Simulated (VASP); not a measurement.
# ScGaI6 (P1) in VASP: single point with PBEsol

Aim: the single point of ScGaI6 with PBEsol.

Everything below comes from runs of VASP 6.6.1. Logs are shortened: lines on timing, memory, paths and dates and some standing lists are left out, and cuts for length are marked.

## (1) The cell of the first run

The typed cell holds 8 atoms: a = 7.024 Å, b = 7.023 Å, c = 7.562 Å, α = 62.32°, β = 90.00°, γ = 60.01°.

## (2) Single point, PBEsol

Input file INCAR:

```
ALGO = Normal
EDIFF = 1E-6
ENCUT = 520
GGA = PS
ISIF = 2
ISMEAR = -1
LASPH = True
LCHARG = True
LELF = True
LREAL = False
LVHAR = True
LWAVE = False
NBANDS = 43
NELM = 80
PREC = Accurate
SIGMA = 0.05
```

Input file KPOINTS:

```
k-points
0
Gamma
  4 4 4
```

Input file POSCAR:

```
ScGaI6
1.0
    7.0229604745      0.0901541465     -0.0683189799
    3.4338252949      6.1246132455      0.1275836440
    0.0135769009      3.8852979093      6.4875175118
Sc Ga I
1 1 6
Direct
   -0.0008225987      0.0002207854     -0.0024702140
    0.4993103967      0.0001875988      0.4975588961
    0.7439453249      0.8375091808      0.2484863694
    0.2545727317      0.1627000141      0.7465432368
    0.5812103664      0.5065668747      0.7463687427
    0.4171365216      0.4938097640      0.2484218301
    0.0876249044      0.1670727445      0.2484100389
    0.9109317261      0.8332287857      0.7464533328
```

Potentials or basis: VASP PAW PBE potentials, release 64 (Sc_sv, Ga_d, I).

Started as:

```sh
> cat potpaw_PBE.64/Sc_sv/POTCAR potpaw_PBE.64/Ga_d/POTCAR potpaw_PBE.64/I/POTCAR > POTCAR
> mpirun -np 1 vasp_std > vasp.out
```

OUTCAR:

```text
EDIFF = 1E-6
   ENCUT = 520
   GGA = PS
   ISIF = 2
   ISMEAR = -1
   LASPH = True
   LREAL = False
   NELM = 80
   PREC = Accurate

 ion  position               nearest neighbor table
   1  0.999  0.000  0.998-   7 2.86   3 2.86   4 2.86   6 2.86   5 2.86   8 2.86
   2  0.499  0.000  0.498-   6 2.80   5 2.80   8 2.80   4 2.80   3 2.80   7 2.80
   3  0.744  0.838  0.248-   2 2.80   1 2.86
   4  0.255  0.163  0.747-   2 2.80   1 2.86
   5  0.581  0.507  0.746-   2 2.80   1 2.86
   6  0.417  0.494  0.248-   2 2.80   1 2.86
   7  0.088  0.167  0.248-   2 2.80   1 2.86
   8  0.911  0.833  0.746-   2 2.80   1 2.86

  LATTYP: Found a triclinic cell.
 ALAT       =    12.1643419331
 B/A-ratio  =     0.5774148255
 C/A-ratio  =     0.6216517436
 COS(alpha) =     0.0000452829
 COS(beta)  =     0.2682204126
 COS(gamma) =     0.8660248336

  Lattice vectors:

 A1 = ( -10.4567857694,  -6.2147673920,  -0.0592646641)
 A2 = (  -7.0229604745,  -0.0901541465,   0.0683189799)
 A3 = (  -0.0135769009,  -3.8852979093,  -6.4875175118)

Analysis of symmetry for initial positions (statically):
=====================================================================
 Subroutine PRICEL returns:
 Original cell was already a primitive cell.

 Routine SETGRP: Setting up the symmetry group for a
 triclinic supercell.

 Subroutine GETGRP returns: Found  1 space group operations
 (whereof  1 operations were pure point group operations)
 out of a pool of  2 trial point group operations.

The static configuration has the point symmetry C_1 .

Analysis of symmetry for dynamics (positions and initial velocities):
=====================================================================
 Subroutine PRICEL returns:
 Original cell was already a primitive cell.

 Routine SETGRP: Setting up the symmetry group for a
 triclinic supercell.

 Subroutine GETGRP returns: Found  1 space group operations
 (whereof  1 operations were pure point group operations)
 out of a pool of  2 trial point group operations.

The dynamic configuration has the point symmetry C_1 .

 Subroutine INISYM returns: Found  1 space group operations
 (whereof  1 operations are pure point group operations),
 and found     1 'primitive' translations

----------------------------------------------------------------------------------------

                                     Primitive cell

  volume of cell :     272.6518

  direct lattice vectors                    reciprocal lattice vectors
     7.022960474  0.090154147 -0.068318980     0.143911906 -0.081698607  0.048627160
     3.433825295  6.124613245  0.127583644    -0.003118689  0.167108790 -0.100072961
     0.013576901  3.885297909  6.487517512     0.001576845 -0.004146719  0.156622287

  length of vectors
     7.023871374  7.022700417  7.561984372     0.172481592  0.194806754  0.156685106

  position of ions in fractional coordinates (direct lattice)
     0.999177401  0.000220785  0.997529786
     0.499310397  0.000187599  0.497558896
     0.743945325  0.837509181  0.248486369
     0.254572732  0.162700014  0.746543237
     0.581210366  0.506566875  0.746368743
     0.417136522  0.493809764  0.248421830
     0.087624904  0.167072744  0.248410039
     0.910931726  0.833228786  0.746453333

  ion indices of the primitive-cell ions
   primitive index   ion index
                 1           1
                 2           2
                 3           3
                 4           4
                 5           5
                 6           6
                 7           7
                 8           8

----------------------------------------------------------------------------------------

 KPOINTS: k-points

Automatic generation of k-mesh.
 Grid dimensions read from file:
 generate k-points for:    4    4    4

 Generating k-lattice:

  Cartesian coordinates                     Fractional coordinates (reciprocal lattice)
     0.035977976 -0.020424652  0.012156790     0.250000000 -0.000000000  0.000000000
    -0.000779672  0.041777197 -0.025018240    -0.000000000  0.250000000  0.000000000
     0.000394211 -0.001036680  0.039155572    -0.000000000  0.000000000  0.250000000

  Length of vectors
     0.043120398  0.048701689  0.039171277

  Shift w.r.t. Gamma in fractional coordinates (k-lattice)
     0.000000000  0.000000000  0.000000000

 Subroutine IBZKPT returns following result:
 ===========================================

 Found     36 irreducible k-points:

 Following reciprocal coordinates:
            Coordinates               Weight
  0.000000  0.000000  0.000000      1.000000
  0.250000 -0.000000 -0.000000      2.000000
  0.500000 -0.000000 -0.000000      1.000000
  0.000000  0.250000  0.000000      2.000000
  0.250000  0.250000  0.000000      2.000000
  0.500000  0.250000 -0.000000      2.000000
[... 16 lines left out ...]
  0.000000 -0.250000  0.250000      2.000000
  0.250000 -0.250000  0.250000      2.000000
 [... further k-points ...]
   k-points           NKPTS =     36   k-points in BZ     NKDIM =     36   number of bands    NBANDS=     43
   number of dos      NEDOS =    301   number of ions     NIONS =      8
   total plane-waves  NPLWV = 163296
   dimension x,y,z NGX =    54 NGY =   54 NGZ =   56
   dimension x,y,z NGXF=   108 NGYF=  108 NGZF=  112
   ions per type =               1   1   6
   NGX,Y,Z   is equivalent  to a cutoff of  12.78, 12.78, 12.31 a.u.
   NGXF,Y,Z  is equivalent  to a cutoff of  25.56, 25.57, 24.62 a.u.
 SYSTEM =  unknown system
   PREC   = accura    normal or accurate (medium, high low for compatibility)
   ISTART =      0    job   : 0-new  1-cont  2-samecut
   ICHARG =      2    charge: 1-file 2-atom 10-const
   ISPIN  =      1    spin polarized calculation?
   LNONCOLLINEAR =      F non collinear calculations
   LSORBIT =      F    spin-orbit coupling
   LASPH  =      T    aspherical Exc in radial PAW
   ENCUT  =  520.0 eV  38.22 Ry    6.18 a.u.  13.06 13.06 14.06*2*pi/ulx,y,z
   NELM   =     80;   NELMIN=  2; NELMDL= -5     # of ELM steps
   EDIFF  = 0.1E-05   stopping-criterion for ELM
   LREAL  =      F    real-space projection
   EDIFFG = 0.1E-04   stopping-criterion for IOM
   NSW    =      0    number of steps for IOM
   IBRION =     -1    ionic relax: 0-MD 1-quasi-New 2-CG
   NFREE  =      0    steps in history (QN), initial steepest desc. (CG)
   ISIF   =      2    stress and relaxation
   ISYM   =      2    0-nonsym 1-usesym 2-fastsym
   POTIM  = 0.5000    time-step for ionic-motion
   TEBEG  =    0.0;   TEEND  =   0.0 temperature during run
   PSTRESS=    0.0 pullay stress
   NELECT =      66.0000    total number of electrons
   NUPDOWN=      -1.0000    fix difference up-down
   EMIN   =  10.00;   EMAX   =-10.00  energy-range for DOS
   EFERMI =   0.00;   METHOD = LEGACY
   ISMEAR =    -1;   SIGMA  =   0.05  broadening in eV -4-tet -1-fermi 0-gaus
   EFERMI_NEDOS =   21; number of points for ismear=-14 and -15
   IALGO  =     38    algorithm
   IMIX   =      4    mixing-type and parameters
     AMIX     =   0.40;   BMIX     =  1.00
     AMIX_MAG =   1.60;   BMIX_MAG =  1.00
  volume/ion in A,a.u.               =      34.08       229.99
  Fermi-wavevector in a.u.,A,eV,Ry     =   1.020282  1.928053 14.163317  1.040974
  Thomas-Fermi vector in A             =   2.153842
   LORBIT       =      0    0 simple, 1 ext, 2 COOP (PROOUT), +10 PAW based schemes
   GGA     = PS    functional components
   LHFCALC =     F    Hartree Fock is set to
   AEXX    =    0.0000 exact exchange contribution
   IVDW    =     0    specifies the selected vdW correction
   LEPSILON=     F    determine dielectric tensor
   LRPA    =     F    only Hartree local field effects (RPA)
 non-spin polarized calculation
  energy-cutoff  :      520.00
  volume of cell :      272.65
 maximum number of plane-waves:      7368
 NGX is ok and might be reduce to    54
   NGX = 27   NGY = 27   NGZ = 29

 number of electron      66.0000004 magnetization

 Free energy of the ion-electron system (eV)
  ---------------------------------------------------
  ext. energy  EPLUGINS =         0.00000000
  ---------------------------------------------------
  free energy    TOTEN  =       -26.21925568 eV

  energy without entropy =      -26.21887232  energy(sigma->0) =      -26.21906400

 E-fermi :   3.7402     XC(G=0):  -8.9406

 val. band max:        3.5316670437   @ k =   0.0000   0.0000   0.0000
 cond. band min:       4.0490982303   @ k =   0.2500  -0.2500   0.2500
 fundamental gap:      0.5174311867
 Fermi energy:         3.7401634765

 k-point     1 :       0.0000    0.0000    0.0000
  band No.  band energies     occupation
      1     -46.0599      2.00000
      2     -24.7774      2.00000
      3     -24.7773      2.00000
      4     -24.7550      2.00000
      5     -11.5541      2.00000
      6     -11.5539      2.00000
[... 35 lines left out ...]
     42       7.7993      0.00000
     43       9.0501      0.00000

 k-point     2 :       0.2500   -0.0000   -0.0000
  band No.  band energies     occupation
      1     -46.0599      2.00000
      2     -24.7774      2.00000
      3     -24.7773      2.00000
      4     -24.7550      2.00000
      5     -11.5542      2.00000
      6     -11.5537      2.00000
[... 35 lines left out ...]
     42       8.4294      0.00000
     43       9.6469      0.00000

 k-point     3 :       0.5000   -0.0000   -0.0000
  band No.  band energies     occupation
      1     -46.0599      2.00000
      2     -24.7774      2.00000
      3     -24.7773      2.00000
      4     -24.7550      2.00000
      5     -11.5543      2.00000
      6     -11.5534      2.00000
[... 919 lines left out ...]
      6     -11.5534      2.00000
[... 35 lines left out ...]
     42       8.8075      0.00000
     43       9.2698      0.00000

 k-point    24 :       0.2500   -0.2500    0.2500
  band No.  band energies     occupation
      1     -46.0599      2.00000
      2     -24.7774      2.00000
      3     -24.7773      2.00000
      4     -24.7550      2.00000
      5     -11.5544      2.00000
      6     -11.5536      2.00000
[... 35 lines left out ...]
     42       8.3477      0.00000
     43       9.1381      0.00000

 [... further k-points ...]

------------------------ aborting loop because EDIFF is reached ----------------------------------------

  FORCE on cell =-STRESS in cart. coord.  units (eV):
  Direction    XX          YY          ZZ          XY          YZ          ZX
  --------------------------------------------------------------------------------------
  -------------------------------------------------------------------------------------
  Total        0.1067779      0.1106945      0.1153127      0.0052658     -0.0036062     -0.0060250
  in kB        0.6274567      0.6504713      0.6776095      0.0309436     -0.0211908     -0.0354044
  external PRESSURE =       0.6518458 kB  Pullay stress =       0.0000000 kB

 VOLUME and BASIS-vectors are now :
 -----------------------------------------------------------------------------
  energy-cutoff  :      520.00
  volume of cell :      272.65
      direct lattice vectors                 reciprocal lattice vectors
     7.022960474  0.090154147 -0.068318980     0.143911906 -0.081698607  0.048627160
     3.433825295  6.124613245  0.127583644    -0.003118689  0.167108790 -0.100072961
     0.013576901  3.885297909  6.487517512     0.001576845 -0.004146719  0.156622287

 POSITION                                       TOTAL-FORCE (eV/Angst)
 -----------------------------------------------------------------------------------
      7.03148      3.96713      6.40326        -0.001356     -0.001090     -0.001281
      3.51404      1.97933      3.19383        -0.000204     -0.001138      0.000223
      8.10393      6.16193      1.66809        -0.007046     -0.001015      0.003703
      2.35667      3.91997      4.84658         0.007236      0.001592     -0.004294
      5.83141      6.05479      4.86700        -0.003898      0.003725     -0.002442
      4.62856      4.02719      1.64614         0.005212     -0.004143      0.002889
      1.19246      1.99630      1.62689         0.003528      0.006708      0.005022
      9.26873      8.08552      4.88670        -0.003473     -0.004639     -0.003819
 -----------------------------------------------------------------------------------
    total drift:                                0.000279      0.000320      0.000584

  FREE ENERGIE OF THE ION-ELECTRON SYSTEM (eV)
  ---------------------------------------------------
  free  energy   TOTEN  =       -26.2192556755 eV

  energy  without entropy=      -26.2188723215  energy(sigma->0) =      -26.21906400
```

Wall time 10 min (1 thread of Intel Xeon Platinum 8259CL at 2.50GHz (Skylake/Cascade Lake), shared host); peak memory 0.66 GiB.

What came out:

| Property | Result |
| --- | --- |
| Free energy | -26.2193 eV |
| Pressure | 0.1 GPa |
| Largest force | 0.009 eV/Å |
| Band gap on the k mesh | 0.52 eV (least direct gap 0.92 eV) |

Forces on the atoms (eV/Å):
```
Sc  -0.001 -0.001 -0.001
Ga   0.000 -0.001  0.000
I   -0.007 -0.001  0.004
I    0.007  0.002 -0.004
I   -0.004  0.004 -0.002
I    0.005 -0.004  0.003
I    0.004  0.007  0.005
I   -0.003 -0.005 -0.004
```

Caveat: the PAW data sets were made with another functional, which shifts forces and pressure a little; spin-orbit coupling is left out, which moves the levels of the heavy elements.
